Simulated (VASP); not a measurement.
Input of a VASP 6.6.1 run:

File INCAR:

```
ALGO = Normal
EDIFF = 1E-6
ENCUT = 520
GGA = PS
ISIF = 2
ISMEAR = -1
ISPIN = 2
ISYM = 0
LASPH = True
LCHARG = False
LORBIT = 11
LREAL = False
LWAVE = False
MAGMOM = 0.01
NBANDS = 15
NELM = 150
PREC = Accurate
SIGMA = 0.01
```

KPOINTS

```
k-points
0
Gamma
  1 1 1
```

The input POSCAR:

```
Ba
1.0
   14.0000000000      0.0000000000      0.0000000000
    0.0000000000     14.4000000000      0.0000000000
    0.0000000000      0.0000000000     14.8000000000
Ba
1
Direct
    0.5000000000      0.5000000000      0.5000000000
```

Potentials or basis: VASP PAW PBE potentials, release 64 (Ba_sv).

Launch:

```sh
$ cat potpaw_PBE.64/Ba_sv/POTCAR > POTCAR
$ mpirun -np 1 vasp_gam > vasp.out
```

(1) Predict the band gap on the k mesh.

(2) Estimate the net moment.

(3) Estimate the pressure.

## Answers

(1) 1.21 eV.

(2) 0.00 μB per cell.

(3) 0.0 GPa.

Caveat: the PAW data sets were made with another functional, which shifts forces and pressure a little; spin-orbit coupling is left out, which moves the levels of the heavy elements.
